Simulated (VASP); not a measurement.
# In2Te2O (I4/mmm) in VASP: further runs, part 2 of 2

VASP 6.6.1. Earlier steps stand in the parts before.

## Step 5: Single point, PBE

This run uses another cell than the first one, of 29.85 Å³/atom.

INCAR

```
SYSTEM = In2Te2O
PREC     = Accurate       ! precision mode
ENCUT    = 520            ! plane-wave cutoff, eV
EDIFF    = 1E-6           ! SCF threshold, eV
ISMEAR   = 0              ! smearing method
SIGMA    = 0.1            ! smearing width, eV
LREAL    = .FALSE.        ! projectors in reciprocal space
LASPH    = .TRUE.         ! aspherical terms in the spheres
NELM     = 60             ! most SCF steps
ALGO     = Normal         ! electronic algorithm
ISIF     = 2              ! what is computed and relaxed
LWAVE    = .FALSE.        ! write WAVECAR
LCHARG   = .FALSE.        ! write CHGCAR
GGA      = PE             ! functional
NBANDS   = 30             ! bands
```

KPOINTS

```
Automatic mesh
0
G
  12 12 12
  0 0 0
```

POSCAR

```
In2Te2O
1.0
   -2.1212299750      2.1212299750      8.2935320491
    2.1212299750     -2.1212299750      8.2935320491
    2.1212299750      2.1212299750     -8.2935320491
In Te O
2 2 1
Direct
    0.3167264582      0.3167264582      0.0000000000
    0.6832735418      0.6832735418      0.0000000000
    0.8756530008      0.8756530008      0.0000000000
    0.1243469992      0.1243469992      0.0000000000
    0.0000000000      0.0000000000      0.0000000000
```

Potentials or basis: VASP PAW PBE potentials, release 64 (In_d, Te, O).

Started as:

```sh
cat potpaw_PBE.64/In_d/POTCAR potpaw_PBE.64/Te/POTCAR potpaw_PBE.64/O/POTCAR > POTCAR
mpirun -np 1 vasp_std > vasp.out
```

OUTCAR:

```text
SYSTEM = In2Te2O
   PREC = Accurate
   ENCUT = 520
   EDIFF = 1E-6
   ISMEAR = 0
   LREAL = .FALSE.
   LASPH = .TRUE.
   NELM = 60
   ISIF = 2
   GGA = PE

 ion  position               nearest neighbor table
   1  0.317  0.317  0.000-   3 3.16   3 3.16   3 3.16   3 3.16   4 3.19   2 3.73   2 3.73   2 3.73
                             2 3.73
   2  0.683  0.683  0.000-   4 3.16   4 3.16   4 3.16   4 3.16   3 3.19   1 3.73   1 3.73   1 3.73
                             1 3.73
   3  0.876  0.876  0.000-   5 2.06   1 3.16   1 3.16   1 3.16   1 3.16   2 3.19
   4  0.124  0.124  0.000-   5 2.06   2 3.16   2 3.16   2 3.16   2 3.16   1 3.19
   5  0.000  0.000  0.000-   3 2.06   4 2.06

  LATTYP: Found a body centered tetragonal cell.
 ALAT       =     4.2424599500
 C/A-ratio  =     3.9097750583

  Lattice vectors:

 A1 = (  -2.1212299750,   2.1212299750,   8.2935320491)
 A2 = (   2.1212299750,  -2.1212299750,   8.2935320491)
 A3 = (   2.1212299750,   2.1212299750,  -8.2935320491)

Analysis of symmetry for initial positions (statically):
=====================================================================
 Subroutine PRICEL returns:
 Original cell was already a primitive cell.

[... 179 lines left out ...]
 cond. band min:       4.7065548884   @ k =  -0.0833   0.4167   0.0833
 fundamental gap:      0.0000579758
 Fermi energy:         4.7065356710

 k-point     1 :       0.0000    0.0000    0.0000
  band No.  band energies     occupation
      1     -13.4399      2.00000
      2      -9.9013      2.00000
      3      -9.8090      2.00000
      4      -9.7985      2.00000
      5      -9.7985      2.00000
      6      -9.7973      2.00000
[... 781 lines left out ...]
     29       9.5679      0.00000
     30      10.1794      0.00000

 [... further k-points ...]

------------------------ aborting loop because EDIFF is reached ----------------------------------------

  FORCE on cell =-STRESS in cart. coord.  units (eV):
  Direction    XX          YY          ZZ          XY          YZ          ZX
  --------------------------------------------------------------------------------------
  -------------------------------------------------------------------------------------
  Total       -0.0052716     -0.0052716     -0.1824569      0.0000000     -0.0000000      0.0000000
  in kB       -0.0565824     -0.0565824     -1.9583752      0.0000000     -0.0000000      0.0000000
  external PRESSURE =      -0.6905134 kB  Pullay stress =       0.0000000 kB

 VOLUME and BASIS-vectors are now :
 -----------------------------------------------------------------------------
  energy-cutoff  :      520.00
  volume of cell :      149.27
      direct lattice vectors                 reciprocal lattice vectors
    -2.121229975  2.121229975  8.293532049     0.000000000  0.235712302  0.060287945
     2.121229975 -2.121229975  8.293532049     0.235712302  0.000000000  0.060287945
     2.121229975  2.121229975 -8.293532049     0.235712302  0.235712302  0.000000000

 POSITION                                       TOTAL-FORCE (eV/Angst)
 -----------------------------------------------------------------------------------
      0.00000      0.00000      5.25356        -0.000000     -0.000000      0.002069
      0.00000      0.00000     11.33350        -0.000000     -0.000000     -0.002069
      0.00000      0.00000     14.52451         0.000000      0.000000      0.030635
      0.00000      0.00000      2.06255         0.000000      0.000000     -0.030635
      0.00000      0.00000      0.00000        -0.000000     -0.000000     -0.000000
 -----------------------------------------------------------------------------------
    total drift:                                0.000000     -0.000000     -0.000000

  FREE ENERGIE OF THE ION-ELECTRON SYSTEM (eV)
  ---------------------------------------------------
  free  energy   TOTEN  =       -17.1911321386 eV

  energy  without entropy=      -17.1763985345  energy(sigma->0) =      -17.18376534
```

OSZICAR:

```text
N       E                     dE             d eps       ncg     rms          rms(c)
DAV:   1     0.382354128613E+03    0.38235E+03   -0.19147E+04  9786   0.153E+03
DAV:   2     0.336979119422E+02   -0.34866E+03   -0.33475E+03  9908   0.384E+02
DAV:   3    -0.167065399921E+02   -0.50404E+02   -0.48808E+02 13046   0.148E+02
DAV:   4    -0.193270843016E+02   -0.26205E+01   -0.26018E+01 11676   0.334E+01
DAV:   5    -0.194381272604E+02   -0.11104E+00   -0.11099E+00 13892   0.736E+00    0.154E+01
DAV:   6    -0.173535714940E+02    0.20846E+01   -0.10945E+01 12460   0.216E+01    0.100E+01
DAV:   7    -0.172057531206E+02    0.14782E+00   -0.35426E+00 10302   0.788E+00    0.537E+00
DAV:   8    -0.171960059891E+02    0.97471E-02   -0.50222E-01 10998   0.332E+00    0.213E+00
DAV:   9    -0.171901750356E+02    0.58310E-02   -0.93476E-02 13958   0.155E+00    0.733E-01
DAV:  10    -0.171922017742E+02   -0.20267E-02   -0.33521E-02 12270   0.107E+00    0.396E-01
DAV:  11    -0.171910718579E+02    0.11299E-02   -0.55804E-03 13086   0.496E-01    0.132E-01
DAV:  12    -0.171911425065E+02   -0.70649E-04   -0.10943E-03 10782   0.155E-01    0.850E-02
DAV:  13    -0.171911381380E+02    0.43685E-05   -0.24896E-04 11832   0.761E-02    0.415E-02
DAV:  14    -0.171911432792E+02   -0.51411E-05   -0.15625E-04 12154   0.644E-02    0.615E-02
DAV:  15    -0.171911322460E+02    0.11033E-04   -0.41546E-05 10590   0.401E-02    0.145E-02
DAV:  16    -0.171911319983E+02    0.24773E-06   -0.18666E-05 12014   0.192E-02    0.351E-03
DAV:  17    -0.171911321386E+02   -0.14028E-06   -0.16810E-06  8044   0.613E-03
   1 F= -.17191132E+02 E0= -.17183765E+02  d E =-.147336E-01
```

stdout:

```text
POSCAR found type information on POSCAR InTeO
 POSCAR found :  3 types and       5 ions
 scaLAPACK will be used
 LDA part: xc-table for (Slater+PW92), standard interpolation
 POSCAR, INCAR and KPOINTS ok, starting setup
 FFT: planning ... GRIDC
 FFT: planning ... GRID_SOFT
 FFT: planning ... GRID
 WAVECAR not read
 entering main loop
```

It took 47 min on 1 thread of Intel Xeon Platinum 8259CL at 2.50GHz (Skylake/Cascade Lake), shared host; peak memory 1.1 GiB.

What came out:

```yaml
Free_energy: -17.1911 eV
Pressure: -0.1 GPa
Largest_force: 0.031 eV/Å
Band_gap_on_the_k_mesh: zero (bands 22 and 23 overlap by 1.13 eV)
```

Forces on the atoms (eV/Å):
```
In   0.000  0.000  0.002
In   0.000  0.000 -0.002
Te   0.000  0.000  0.031
Te   0.000  0.000 -0.031
O    0.000  0.000  0.000
```

Stress tensor (GPa, compression positive):
```
-0.01  0.00  0.00
 0.00 -0.01  0.00
 0.00  0.00 -0.20
```

Caveat: spin-orbit coupling is left out, which moves the levels of the heavy elements.

## Step 6: Summary

| task | cell | k mesh | cutoff (eV) | gap on the mesh (eV) | pressure (GPa) | largest force (eV/Å) |
| --- | --- | --- | --- | --- | --- | --- |
| single point | a = 7.491 Å, angles 146.4, 146.4, 48.3°, 5 atoms, atomic positions A | 6 × 6 × 6 | 520 | none | 16.2 | 7.54 |
| single point | a = 8.824 Å, angles 152.2, 152.2, 39.7°, 5 atoms, atomic positions B | 6 × 6 × 6 | 520 | none | 0.0 | 0.04 |
| relaxation of cell and atoms | relaxed from a = 7.491 Å, angles 146.4, 146.4, 48.3°, 5 atoms, atomic positions A | 6 × 6 × 6 | 600 | none | 0.0 | 0.02 |
| single point | a = 8.819 Å, angles 152.2, 152.2, 39.8°, 5 atoms, atomic positions C | 12 × 12 × 12 | 520 | none | -0.1 | 0.03 |

Alike in all rows: level PBE; potentials or basis VASP PAW PBE potentials, release 64 (In_d, Te, O); no spin polarisation; smearing gaussian 0.1 eV.

Caveats: spin-orbit coupling is left out, which moves the levels of the heavy elements; the stress differs along the axes, from 4 to 41 GPa (at least some runs); forces of over 1 eV/Å act on the atoms, so gaps and moduli don't describe the material at rest (at least some runs); the volume moved by over 15 % at a fixed basis, so the end points are rough (at least some runs).

Absolute energies hang on the potentials; compare differences alone.

The gap in the log of VASP goes by the Fermi energy; the results here count the filled bands.